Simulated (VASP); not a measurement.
Here is a VASP 6.6.1 calculation.

INCAR

```
SYSTEM = Al
PREC     = Accurate       ! precision mode
ENCUT    = 520            ! plane-wave cutoff, eV
EDIFF    = 1E-7           ! SCF threshold, eV
ISMEAR   = 0              ! smearing method
SIGMA    = 0.1            ! smearing width, eV
LREAL    = .False.        ! projectors in reciprocal space
LASPH    = .True.         ! aspherical terms in the spheres
NELM     = 80             ! most SCF steps
ALGO     = Fast           ! electronic algorithm
ISIF     = 2              ! what is computed and relaxed
LWAVE    = .False.        ! write WAVECAR
LCHARG   = .False.        ! write CHGCAR
GGA      = PE             ! functional
NBANDS   = 10             ! bands
```

The input KPOINTS:

```
regular mesh
0
Gamma
  14 14 8
  0 0 0
```

Contents of POSCAR:

```
Al
1.0
    2.8967727629      0.0035999428      0.0132747893
   -1.4452687395      2.4621114402      0.0077086297
    0.0229715320      0.0286657465      4.9561566975
Al
2
Direct
    0.6598403462      0.3227242862      0.7469939489
    0.3401596538      0.6772757138      0.2530060511
```

Potentials or basis: VASP PAW PBE potentials, release 64 (Al).

Launch:

```console
$ cat potpaw_PBE.64/Al/POTCAR > POTCAR
$ mpirun -np 1 vasp_std > vasp.out
```

Question: What does it give for the band gap on the k mesh?

Answer: Zero (band 3 reaches 10.73 eV, above the bottom of band 4 at 4.22 eV).

Question: Estimate the pressure.

Answer: -3.8 GPa.

Question: What does it give for the largest force?

Answer: 0.084 eV/Å.

Stress tensor (GPa, compression positive):
```
-4.27  0.07  0.07
 0.07 -2.72  0.20
 0.07  0.20 -4.29
```

Caveat: the cell differs from its parent crystal (atoms moved at random and the cell strained at random).
